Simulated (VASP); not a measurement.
Wanted: the native input for a VASP 6.6.1 run.

- Task: single point
- Functional: r2SCAN
- Potentials or basis: VASP PAW PBE potentials, release 64 (W_sv, C)
- Cutoff: 520 eV
- k mesh: 24 × 24 × 24
- Occupations: gaussian, width 0.15 eV
- Spin: no spin polarisation
- Dipole correction: no
- Further INCAR settings: ALGO = Normal; EDIFF = 1e-07; NBANDS = 16

The system is WC.

```
CELL_PARAMETERS angstrom
0.00000 2.11694 2.18242
2.18242 0.00000 2.18242
2.18242 2.11694 0.00000
ATOMIC_POSITIONS crystal
W 0.00000 0.00000 0.00000
C 0.50000 0.50000 0.50000
```

This cell differs from its parent crystal: strain -0.0300 x Voigt [0, 1, 0, 0, 0, 0].

These files were run (other wordings do the same):

POSCAR

```
WC
1.0
    0.0000000000      2.1169430132      2.1824154775
    2.1824154775      0.0000000000      2.1824154775
    2.1824154775      2.1169430132      0.0000000000
W C
1 1
Direct
    0.0000000000      0.0000000000      0.0000000000
    0.5000000000      0.5000000000      0.5000000000
```

INCAR.step1

```
  PREC = Accurate
  ENCUT = 520
  ISMEAR = 0
  SIGMA = 0.15
  LREAL = F
  LASPH = T
  NELM = 80
  NBANDS = 16
  GGA = PE
  ALGO = Normal
  EDIFF = 1E-4
  LWAVE = T
  LCHARG = F
```

INCAR.step2

```
  PREC = Accurate
  ENCUT = 520
  EDIFF = 1E-7
  ISMEAR = 0
  SIGMA = 0.15
  LREAL = F
  LASPH = T
  NELM = 80
  ALGO = Normal
  ISIF = 2
  LWAVE = F
  LCHARG = F
  METAGGA = R2SCAN
  LMIXTAU = T
  NBANDS = 16
  ISTART = 1
```

KPOINTS

```
regular mesh
0
Gamma
  24 24 24
```

Potentials or basis: VASP PAW PBE potentials, release 64 (W_sv, C).

The run is started by

```sh
$ cat potpaw_PBE.64/W_sv/POTCAR potpaw_PBE.64/C/POTCAR > POTCAR
$ cp INCAR.step1 INCAR
$ mpirun -np 1 vasp_std > vasp.out
$ cp INCAR.step2 INCAR
$ mpirun -np 1 vasp_std > vasp.out
```

It gave:

```
Pressure               : 15.1 GPa
Band gap on the k mesh : zero (bands 9 and 10 overlap by 3.34 eV)
```

Caveat: the cell differs from its parent crystal (strain -0.0300 x Voigt [0, 1, 0, 0, 0, 0]); the stress differs along the axes, from 8 to 30 GPa; the PAW data sets were made with another functional, which shifts forces and pressure a little; spin-orbit coupling is left out, which moves the levels of the heavy elements.

It took 24 min on 1 thread of Oxide Virtual Turin-like Processor, with other jobs on the host, peak memory 0.4 GiB.
